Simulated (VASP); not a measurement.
Write the native input for VASP 6.6.1 that does the following.

- Task: single point
- Functional: LDA
- Potentials or basis: VASP PAW LDA potentials, release 64 (K_sv, I)
- Cutoff: 520 eV
- k mesh: 6 × 6 × 6
- Occupations: gaussian, width 0.01 eV
- Spin: no spin polarisation
- Dipole correction: no
- Further INCAR settings: ALGO = Normal; EDIFF = 1e-06; NBANDS = 15

The structure of KI lies in POSCAR:

```
KI
1.0
    0.0000000000      3.4114761627      3.4114761627
    3.4114761627      0.0000000000      3.4114761627
    3.4114761627      3.4114761627      0.0000000000
K I
1 1
Direct
    0.0000000000      0.0000000000      0.0000000000
    0.5000000000      0.5000000000      0.5000000000
```

These files were run (other wordings do the same):

INCAR

```
  ALGO = Normal
  EDIFF = 1E-6
  ENCUT = 520
  GGA = CA
  ISIF = 2
  ISMEAR = 0
  LASPH = T
  LCHARG = F
  LREAL = F
  LWAVE = F
  NBANDS = 15
  NELM = 60
  PREC = Accurate
  SIGMA = 0.01
```

KPOINTS

```
k-points
0
Gamma
  6 6 6
```

Potentials or basis: VASP PAW LDA potentials, release 64 (K_sv, I).

Run with:

```console
$ cat potpaw_LDA.64/K_sv/POTCAR potpaw_LDA.64/I/POTCAR > POTCAR
$ mpirun -np 1 vasp_std > vasp.out
```

Results of the run:

The pressure is 0.0 GPa and the band gap on the k mesh is 3.87 eV, direct.

Caveat: spin-orbit coupling is left out, which moves the levels of the heavy elements.

Wall time 23 s on 1 thread of Intel(R) Xeon(R) Platinum 8488C (Sapphire Rapids) (shared host), peak memory 0.17 GiB.
